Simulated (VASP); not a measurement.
# Al (P6_3/mmc) in VASP: further runs

Runs on Al. Level: PBE. Tasks: single point.

Program: VASP 6.6.1. These are calculated values, not measurements. Logs are shortened: lines on timing, memory, paths and dates and some standing lists are left out, and cuts for length are marked.

## (1) The cell of the first run

The structure is hexagonal, space group P6_3/mmc (No. 194). The conventional cell has a = 2.774 Å, b = 2.774 Å, c = 4.801 Å, α = 90.00°, β = 90.00°, γ = 120.00°. Within 3.7 Å of Al (site symmetry -6m2) lie 12 Al at 2.77 to 2.89 Å.

## (2) Single point, PBE (volume scaled by 0.96)

INCAR

```
SYSTEM = Al
  PREC = Accurate
  ENCUT = 520
  EDIFF = 1E-7
  ISMEAR = -1
  SIGMA = 0.05
  LREAL = .FALSE.
  LASPH = .TRUE.
  NELM = 100
  ALGO = Fast
  ISIF = 2
  LWAVE = .FALSE.
  LCHARG = .FALSE.
  GGA = PE
  NBANDS = 10
```

KPOINTS

```
regular mesh
0
G
  11 11 6
  0 0 0
```

POSCAR

```
Al
1.0
    2.7744445386      0.0000000000      0.0000000000
   -1.3872222692      2.4027394518      0.0000000000
    0.0000000000      0.0000000000      4.8010736936
Al
2
Direct
    0.3333333333      0.6666666667      0.2500000000
    0.6666666667      0.3333333333      0.7500000000
```

Potentials or basis: VASP PAW PBE potentials, release 64 (Al).

The run is started by

```sh
$ cat potpaw_PBE.64/Al/POTCAR > POTCAR
$ mpirun -np 1 vasp_std > vasp.out
```

OUTCAR:

```text
SYSTEM = Al
   PREC = Accurate
   ENCUT = 520
   EDIFF = 1E-7
   ISMEAR = -1
   LREAL = .FALSE.
   LASPH = .TRUE.
   NELM = 100
   ISIF = 2
   GGA = PE

 ion  position               nearest neighbor table
   1  0.333  0.667  0.250-   2 2.89   2 2.89   2 2.89   2 2.89   2 2.89   2 2.89
   2  0.667  0.333  0.750-   1 2.89   1 2.89   1 2.89   1 2.89   1 2.89   1 2.89

  LATTYP: Found a hexagonal cell.
 ALAT       =     2.7744445386
 C/A-ratio  =     1.7304630267

  Lattice vectors:

 A1 = (   2.7744445386,   0.0000000000,   0.0000000000)
 A2 = (  -1.3872222692,   2.4027394518,   0.0000000000)
 A3 = (   0.0000000000,   0.0000000000,   4.8010736936)

Analysis of symmetry for initial positions (statically):
=====================================================================
 Subroutine PRICEL returns:
 Original cell was already a primitive cell.

 Routine SETGRP: Setting up the symmetry group for a
 hexagonal supercell.

 Subroutine GETGRP returns: Found 24 space group operations
 (whereof 12 operations were pure point group operations)
 out of a pool of 24 trial point group operations.

The static configuration has the point symmetry D_3d.
 The point group associated with its full space group is D_6h.

Analysis of symmetry for dynamics (positions and initial velocities):
=====================================================================
 Subroutine PRICEL returns:
 Original cell was already a primitive cell.

 Routine SETGRP: Setting up the symmetry group for a
 hexagonal supercell.

 Subroutine GETGRP returns: Found 24 space group operations
 (whereof 12 operations were pure point group operations)
 out of a pool of 24 trial point group operations.

The dynamic configuration has the point symmetry D_3d.
 The point group associated with its full space group is D_6h.

 Subroutine INISYM returns: Found 24 space group operations
 (whereof 12 operations are pure point group operations),
 and found     1 'primitive' translations

----------------------------------------------------------------------------------------

                                     Primitive cell

  volume of cell :      32.0052

  direct lattice vectors                    reciprocal lattice vectors
     2.774444539  0.000000000  0.000000000     0.360432507  0.208095805  0.000000000
    -1.387222269  2.402739452  0.000000000     0.000000000  0.416191610  0.000000000
     0.000000000  0.000000000  4.801073694     0.000000000  0.000000000  0.208286742

  length of vectors
     2.774444539  2.774444539  4.801073694     0.416191610  0.416191610  0.208286742

  position of ions in fractional coordinates (direct lattice)
     0.333333333  0.666666667  0.250000000
     0.666666667  0.333333333  0.750000000

  ion indices of the primitive-cell ions
   primitive index   ion index
                 1           1
                 2           2

----------------------------------------------------------------------------------------

 KPOINTS: regular mesh

Automatic generation of k-mesh.
 Grid dimensions read from file:
 generate k-points for:   11   11    6

 Generating k-lattice:

  Cartesian coordinates                     Fractional coordinates (reciprocal lattice)
     0.032766592  0.018917800  0.000000000     0.090909091 -0.000000000  0.000000000
     0.000000000  0.037835601  0.000000000     0.000000000  0.090909091  0.000000000
     0.000000000  0.000000000  0.034714457     0.000000000  0.000000000  0.166666667

  Length of vectors
     0.037835601  0.037835601  0.034714457

  Shift w.r.t. Gamma in fractional coordinates (k-lattice)
     0.000000000  0.000000000  0.000000000

 Subroutine IBZKPT returns following result:
 ===========================================

 Found     64 irreducible k-points:

 Following reciprocal coordinates:
            Coordinates               Weight
  0.000000  0.000000  0.000000      1.000000
  0.090909  0.000000  0.000000      6.000000
  0.181818  0.000000  0.000000      6.000000
  0.272727  0.000000  0.000000      6.000000
  0.363636  0.000000  0.000000      6.000000
  0.454545  0.000000  0.000000      6.000000
[... 16 lines left out ...]
  0.090909  0.090909  0.166667     12.000000
  0.181818  0.090909  0.166667     24.000000
 [... further k-points ...]
   k-points           NKPTS =     64   k-points in BZ     NKDIM =     64   number of bands    NBANDS=     10
   number of dos      NEDOS =    301   number of ions     NIONS =      2
   total plane-waves  NPLWV =  20736
   dimension x,y,z NGX =    24 NGY =   24 NGZ =   36
   dimension x,y,z NGXF=    48 NGYF=   48 NGZF=   72
   ions per type =               2
   NGX,Y,Z   is equivalent  to a cutoff of  14.38, 14.38, 12.47 a.u.
   NGXF,Y,Z  is equivalent  to a cutoff of  28.76, 28.76, 24.93 a.u.
 SYSTEM =  Al
   PREC   = accura    normal or accurate (medium, high low for compatibility)
   ISTART =      0    job   : 0-new  1-cont  2-samecut
   ICHARG =      2    charge: 1-file 2-atom 10-const
   ISPIN  =      1    spin polarized calculation?
   LNONCOLLINEAR =      F non collinear calculations
   LSORBIT =      F    spin-orbit coupling
   LASPH  =      T    aspherical Exc in radial PAW
   ENCUT  =  520.0 eV  38.22 Ry    6.18 a.u.   5.16  5.16  8.93*2*pi/ulx,y,z
   NELM   =    100;   NELMIN=  2; NELMDL= -5     # of ELM steps
   EDIFF  = 0.1E-06   stopping-criterion for ELM
   LREAL  =      F    real-space projection
   EDIFFG = 0.1E-05   stopping-criterion for IOM
   NSW    =      0    number of steps for IOM
   IBRION =     -1    ionic relax: 0-MD 1-quasi-New 2-CG
   NFREE  =      0    steps in history (QN), initial steepest desc. (CG)
   ISIF   =      2    stress and relaxation
   ISYM   =      2    0-nonsym 1-usesym 2-fastsym
   POTIM  = 0.5000    time-step for ionic-motion
   TEBEG  =    0.0;   TEEND  =   0.0 temperature during run
   PSTRESS=    0.0 pullay stress
   NELECT =       6.0000    total number of electrons
   NUPDOWN=      -1.0000    fix difference up-down
   EMIN   =  10.00;   EMAX   =-10.00  energy-range for DOS
   EFERMI =   0.00;   METHOD = LEGACY
   ISMEAR =    -1;   SIGMA  =   0.05  broadening in eV -4-tet -1-fermi 0-gaus
   EFERMI_NEDOS =   21; number of points for ismear=-14 and -15
   IALGO  =     68    algorithm
   IMIX   =      4    mixing-type and parameters
     AMIX     =   0.40;   BMIX     =  1.00
     AMIX_MAG =   1.60;   BMIX_MAG =  1.00
  volume/ion in A,a.u.               =      16.00       107.99
  Fermi-wavevector in a.u.,A,eV,Ry     =   0.936954  1.770586 11.944318  0.877883
  Thomas-Fermi vector in A             =   2.064016
   LORBIT       =      0    0 simple, 1 ext, 2 COOP (PROOUT), +10 PAW based schemes
   GGA     = PE    functional components
   LHFCALC =     F    Hartree Fock is set to
   AEXX    =    0.0000 exact exchange contribution
   IVDW    =     0    specifies the selected vdW correction
   LEPSILON=     F    determine dielectric tensor
   LRPA    =     F    only Hartree local field effects (RPA)
 non-spin polarized calculation
 RMM-DIIS sequential band-by-band and
  energy-cutoff  :      520.00
  volume of cell :       32.01
 maximum number of plane-waves:       872
 NGX is ok and might be reduce to    24
   NGX = 11   NGY = 11   NGZ = 17

 number of electron       6.0000000 magnetization

 Free energy of the ion-electron system (eV)
  ---------------------------------------------------
  ext. energy  EPLUGINS =         0.00000000
  ---------------------------------------------------
  free energy    TOTEN  =        -7.42087343 eV

  energy without entropy =       -7.41665387  energy(sigma->0) =       -7.41876365

 E-fermi :   8.3502     XC(G=0): -10.3075

 val. band max:        8.3307963782   @ k =   0.4545   0.0000   0.0000
 cond. band min:       8.4934937596   @ k =   0.3636   0.0909   0.3333
 fundamental gap:      0.1626973814
 Fermi energy:         8.3502422927

 k-point     1 :       0.0000    0.0000    0.0000
  band No.  band energies     occupation
      1      -3.0294      2.00000
      2       3.1866      2.00000
      3       3.3166      2.00000
      4      19.6635      0.00000
      5      20.1216      0.00000
      6      20.1216      0.00000
      7      20.2262      0.00000
      8      20.2262      0.00000
      9      21.1507      0.00000
     10      23.4621      0.00000

 k-point     2 :       0.0909    0.0000    0.0000
  band No.  band energies     occupation
      1      -2.8177      2.00000
      2       3.3934      2.00000
      3       3.5139      2.00000
      4      16.8928      0.00000
      5      18.3898      0.00000
      6      19.2960      0.00000
      7      20.6449      0.00000
      8      21.2564      0.00000
      9      22.2139      0.00000
     10      22.6760      0.00000

 k-point     3 :       0.1818    0.0000    0.0000
  band No.  band energies     occupation
      1      -2.1846      2.00000
      2       4.0072      2.00000
      3       4.1059      2.00000
      4      13.3758      0.00000
      5      16.9619      0.00000
      6      17.7761      0.00000
      7      19.1988      0.00000
      8      19.2545      0.00000
      9      21.7739      0.00000
     10      21.8926      0.00000

 k-point     4 :       0.2727    0.0000    0.0000
  band No.  band energies     occupation
      1      -1.1362      2.00000
      2       4.9994      2.00000
      3       5.0924      2.00000
      4      10.1196      0.00000
      5      15.4017      0.00000
      6      15.8933      0.00000
      7      15.9981      0.00000
      8      17.7531      0.00000
      9      21.0563      0.00000
     10      21.7594      0.00000
[... 222 lines left out ...]
 k-point    22 :       0.4545    0.0000    0.1667
  band No.  band energies     occupation
      1       2.3294      2.00000
      2       4.4899      2.00000
      3       6.5244      2.00000
      4       8.5812      0.01952
      5      10.5389      0.00000
      6      12.5500      0.00000
      7      14.9787      0.00000
      8      16.5826      0.00000
      9      18.6150      0.00000
     10      20.2993      0.00000

 k-point    23 :       0.0909    0.0909    0.1667
  band No.  band energies     occupation
      1      -2.2179      2.00000
      2       1.9735      2.00000
      3       6.0509      2.00000
      4      15.2183      0.00000
      5      15.5060      0.00000
      6      17.7232      0.00000
      7      19.2417      0.00000
      8      19.2859      0.00000
      9      21.7354      0.00000
     10      22.0669      0.00000

 k-point    24 :       0.1818    0.0909    0.1667
  band No.  band energies     occupation
      1      -1.3782      2.00000
      2       2.7864      2.00000
      3       6.8241      2.00000
      4      11.9932      0.00000
      5      14.0071      0.00000
      6      15.9561      0.00000
      7      17.7952      0.00000
      8      18.5360      0.00000
      9      19.7978      0.00000
     10      21.2547      0.00000

 [... further k-points ...]
[... 5 lines left out ...]
  --------------------------------------------------------------------------------------
  -------------------------------------------------------------------------------------
  Total        1.0923510      1.0923510     -0.0632487      0.0000000     -0.0000000      0.0000000
  in kB       54.6829193     54.6829193     -3.1662198      0.0000000     -0.0000000      0.0000000
  external PRESSURE =      35.3998729 kB  Pullay stress =       0.0000000 kB

 VOLUME and BASIS-vectors are now :
 -----------------------------------------------------------------------------
  energy-cutoff  :      520.00
  volume of cell :       32.01
      direct lattice vectors                 reciprocal lattice vectors
     2.774444539  0.000000000  0.000000000     0.360432507  0.208095805  0.000000000
    -1.387222269  2.402739452  0.000000000     0.000000000  0.416191610  0.000000000
     0.000000000  0.000000000  4.801073694     0.000000000  0.000000000  0.208286742

 POSITION                                       TOTAL-FORCE (eV/Angst)
 -----------------------------------------------------------------------------------
     -0.00000      1.60183      1.20027         0.000000      0.000000      0.000000
      1.38722      0.80091      3.60081        -0.000000     -0.000000      0.000000
 -----------------------------------------------------------------------------------
    total drift:                                0.000000     -0.000000      0.000000

  FREE ENERGIE OF THE ION-ELECTRON SYSTEM (eV)
  ---------------------------------------------------
  free  energy   TOTEN  =        -7.4208734325 eV

  energy  without entropy=       -7.4166538733  energy(sigma->0) =       -7.41876365
```

Wall time 8 s (1 thread of Intel Xeon 6975P-C, shared host); peak memory 0.15 GiB.

What came out:

* Free energy: -7.4209 eV
* Pressure: 3.5 GPa
* Band gap on the k mesh: zero (band 3 reaches 11.85 eV, above the bottom of band 4 at 5.35 eV)

Stress tensor (GPa, compression positive):
```
 5.47  0.00  0.00
 0.00  5.47  0.00
 0.00  0.00 -0.32
```

Levels at points of the mesh, in eV from the Fermi level:
```
           k point  band 1  band 2  band 3  band 4  band 5  band 6
(0.00, 0.00, 0.00)  -11.38   -5.16   -5.03   11.31   11.77   11.77
(0.00, 0.00, 0.50)   -9.78   -9.78    2.41    2.41   12.71   12.71
```

## (3) Single point, PBE (volume scaled by 1.04)

INCAR

```
SYSTEM = Al
PREC     = Accurate       ! precision mode
ENCUT    = 520            ! plane-wave cutoff, eV
EDIFF    = 1E-6           ! SCF threshold, eV
ISMEAR   = -1             ! smearing method
SIGMA    = 0.05           ! smearing width, eV
LREAL    = .False.        ! projectors in reciprocal space
LASPH    = .True.         ! aspherical terms in the spheres
NELM     = 60             ! most SCF steps
ALGO     = Normal         ! electronic algorithm
ISIF     = 2              ! what is computed and relaxed
LWAVE    = .False.        ! write WAVECAR
LCHARG   = .False.        ! write CHGCAR
GGA      = PE             ! functional
NBANDS   = 10             ! bands
```

KPOINTS

```
Automatic mesh
0
Gamma
  11 11 6
  0 0 0
```

POSCAR

```
Al
1.0
    2.8494655872      0.0000000000      0.0000000000
   -1.4247327935      2.4677095857      0.0000000000
    0.0000000000      0.0000000000      4.9308948445
Al
2
Direct
    0.3333333333      0.6666666667      0.2500000000
    0.6666666667      0.3333333333      0.7500000000
```

Potentials or basis: VASP PAW PBE potentials, release 64 (Al).

The run is started by

```sh
$ cat potpaw_PBE.64/Al/POTCAR > POTCAR
$ mpirun -np 1 vasp_std > vasp.out
```

Wall time 7.2 s (1 thread of Intel Xeon 6975P-C, shared host); peak memory 0.16 GiB.

The run converged. Its results:

| Item | Value |
| --- | --- |
| Free energy | -7.4250 eV |
| Pressure | -2.6 GPa |
| Band gap on the k mesh | zero (band 3 reaches 10.89 eV, above the bottom of band 4 at 4.59 eV) |

Stress tensor (GPa, compression positive):
```
-1.38  0.00  0.00
 0.00 -1.38  0.00
 0.00  0.00 -5.08
```

Levels at points of the mesh, in eV from the Fermi level:
```
           k point  band 1  band 2  band 3  band 4  band 5  band 6
(0.00, 0.00, 0.00)  -10.82   -5.02   -4.68   10.96   11.07   11.07
(0.00, 0.00, 0.50)   -9.31   -9.31    2.31    2.31   12.19   12.19
```
